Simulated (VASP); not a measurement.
The system is Ti3SnO8.

```
Ti Sn O
1.0
     3.27964   -3.28018    0.00000
     3.27964    3.28018    0.00000
     0.00000    0.00000    6.03914
Ti Sn O
3 1 8
Direct
  0.50000 0.50000 0.25499
  0.50000 0.50000 0.74501
  0.00000 0.00000 0.50000
  0.00000 0.00000 0.00000
  0.19980 0.19980 0.26167
  0.80020 0.80020 0.26167
  0.68797 0.31203 0.00000
  0.31203 0.68797 0.00000
  0.19980 0.19980 0.73833
  0.80020 0.80020 0.73833
  0.69462 0.30538 0.50000
  0.30538 0.69462 0.50000
```

Base run:

```yaml
Program: VASP 6.6.1
Functional: r2SCAN
Potentials_or_basis: VASP PAW PBE potentials, release 64 (Ti_sv, Sn_d, O)
Cutoff: 520 eV
k_mesh: 6 × 6 × 4
Occupations: gaussian, width 0.01 eV
Spin: no spin polarisation
```

Its results: band gap on the k mesh 2.20 eV; pressure 1.2 GPa; largest force 0.043 eV/Å.

Task: The run is repeated on the same cell with these changes: functional from r2SCAN to PBE; occupations from gaussian, width 0.01 eV to fermi-dirac, width 0.02 eV. What comes out?

Result: Band gap on the k mesh 1.74 eV; pressure 6.7 GPa; largest force 0.221 eV/Å.

Caveats: spin-orbit coupling is left out, which moves the levels of the heavy elements; the PAW data sets were made with another functional, which shifts forces and pressure a little (at least some runs); the cell stands under pressure (at least some runs).

A k mesh can miss the band edges.
